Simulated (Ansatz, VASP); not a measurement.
# V: VASP beside Ansatz

Contents of INCAR:

```
PREC = Accurate ; ENCUT = 500
EDIFF = 1E-6 ; ISMEAR = 0
SIGMA = 0.1 ; LREAL = False
LASPH = True ; NELM = 120
ALGO = Normal ; ISIF = 2
LWAVE = False ; LCHARG = True
GGA = CA ; LELF = True
LVHAR = True ; NBANDS = 20
GGA_COMPAT = False
```

File KPOINTS:

```
Automatic mesh
0
Gamma
  9 9 4
```

Contents of POSCAR:

```
V
1.0
    2.6923490378      0.0000000000      0.0000000000
   -1.3461745189      2.3316426626      0.0000000000
    0.0000000000      0.0000000000      4.3966059788
V
2
Direct
    0.3333333333      0.6666666667      0.2500000000
    0.6666666667      0.3333333333      0.7500000000
```

Input for Ansatz:

```yaml
crystal:
  lattice:
    - [2.6923490378, 0.0, 0.0]
    - [-1.3461745189, 2.3316426626, 0.0]
    - [0.0, 0.0, 4.3966059788]
  atoms:
    - { symbol: V, position: [0.3333333333, 0.6666666667, 0.25] }
    - { symbol: V, position: [0.6666666667, 0.3333333333, 0.75] }
basis:
  ecutwfc: 420
kpoints:
  mp_grid: { grid: [9, 9, 4] }
hamiltonian:
  xc: lda
scf:
  occupations: { method: gaussian, width: 0.1 }
output:
  forces: true
  stress: true
  eigenvalues: true
```

Alike in both runs: task single point; functional LDA; k mesh 9 × 9 × 4; occupations gaussian, width 0.1 eV; no spin polarisation.

|  | VASP | Ansatz |
| --- | --- | --- |
| version | VASP 6.6.1 | Ansatz 0.2.0 |
| potentials or method | VASP PAW LDA potentials, release 64 (V_sv), cutoff 500 eV | scalar-relativistic, plane waves, PAW |
| valence electrons in the cell | 26 | 26 |

Ansatz gave:

* gap on the k mesh at the Fermi level (eV): none
* pressure (GPa): -11.7
* traceless stress, the component that is largest in VASP (GPa): 6.40

Question: Which values does VASP return?

Answer: gap on the k mesh at the Fermi level (eV): none; pressure (GPa): -11.4; traceless stress, the component that is largest in VASP (GPa): 6.35.

LDA's correlation is that of Perdew and Zunger in VASP and of Perdew and Wang (1992) in Ansatz. A gap of «none» marks a metal or a gap that the smearing closes.
